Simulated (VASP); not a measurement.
Wanted: the native input for a VASP 6.6.1 run.

```yaml
Task: single point
Functional: r2SCAN
Potentials_or_basis: VASP PAW PBE potentials, release 64 (Mn_pv)
Cutoff: 520 eV
k_mesh: 15 × 15 × 15
Occupations: fermi-dirac, width 0.05 eV
Spin: collinear spin, ferromagnetic start
Starting_moments: "[3.802] μB"
Dipole_correction: no
Further_INCAR_settings: ALGO = Normal; EDIFF = 1e-06; NBANDS = 16
```

Crystal: Mn.

```
Mn
1.0
     0.00000    2.00470    2.00470
     2.00470    0.00000    2.00470
     2.00470    2.00470    0.00000
Mn
1
Cartesian
  0.0000 0.0000 0.0000
```

This isn't the form of Mn at room conditions, which is a 58-atom cubic cell.

One way to write it, as run:

POSCAR

```
Mn
1.0
    0.0000000000      2.0047029494      2.0047029494
    2.0047029494      0.0000000000      2.0047029494
    2.0047029494      2.0047029494      0.0000000000
Mn
1
Direct
    0.0000000000      0.0000000000      0.0000000000
```

INCAR.step1

```
SYSTEM = Mn
PREC     = Accurate       ! precision mode
ENCUT    = 520            ! plane-wave cutoff, eV
ISMEAR   = -1             ! smearing method
SIGMA    = 0.05           ! smearing width, eV
LREAL    = .FALSE.        ! projectors in reciprocal space
LASPH    = .TRUE.         ! aspherical terms in the spheres
NELM     = 150            ! most SCF steps
ISPIN    = 2              ! spin polarisation
MAGMOM   = 3.802          ! initial moments
LMAXMIX  = 4              ! l up to which the mixer works
NBANDS   = 16             ! bands
GGA      = PE             ! functional
ALGO     = Normal         ! electronic algorithm
EDIFF    = 1E-4           ! SCF threshold, eV
LWAVE    = .TRUE.         ! write WAVECAR
LCHARG   = .FALSE.        ! write CHGCAR
```

INCAR.step2

```
SYSTEM = Mn
PREC     = Accurate       ! precision mode
ENCUT    = 520            ! plane-wave cutoff, eV
EDIFF    = 1E-6           ! SCF threshold, eV
ISMEAR   = -1             ! smearing method
SIGMA    = 0.05           ! smearing width, eV
LREAL    = .FALSE.        ! projectors in reciprocal space
LASPH    = .TRUE.         ! aspherical terms in the spheres
NELM     = 150            ! most SCF steps
ALGO     = Normal         ! electronic algorithm
ISIF     = 2              ! what is computed and relaxed
LWAVE    = .FALSE.        ! write WAVECAR
LCHARG   = .FALSE.        ! write CHGCAR
ISPIN    = 2              ! spin polarisation
MAGMOM   = 3.802          ! initial moments
LORBIT   = 11             ! projections on sites
LMAXMIX  = 4              ! l up to which the mixer works
METAGGA  = R2SCAN         ! meta-GGA
LMIXTAU  = .TRUE.       
NBANDS   = 16             ! bands
ISTART   = 1
```

KPOINTS

```
regular mesh
0
G
  15 15 15
  0 0 0
```

Potentials or basis: VASP PAW PBE potentials, release 64 (Mn_pv).

Launch:

```sh
$ cat potpaw_PBE.64/Mn_pv/POTCAR > POTCAR
$ cp INCAR.step1 INCAR
$ mpirun -np 1 vasp_std > vasp.out
$ cp INCAR.step2 INCAR
$ mpirun -np 1 vasp_std > vasp.out
```

It gave:

```
Pressure                                              : -2.1 GPa
Net moment                                            : 3.92 μB per cell
Site moments                                          : Mn +3.83 μB
Valence electrons inside the program's atomic spheres : Mn 11.49
```

Caveat: the PAW data sets were made with another functional, which shifts forces and pressure a little.

Wall time 100 s on 1 thread of Intel(R) Xeon(R) 6975P-C (Granite Rapids) (shared host), peak memory 0.18 GiB.
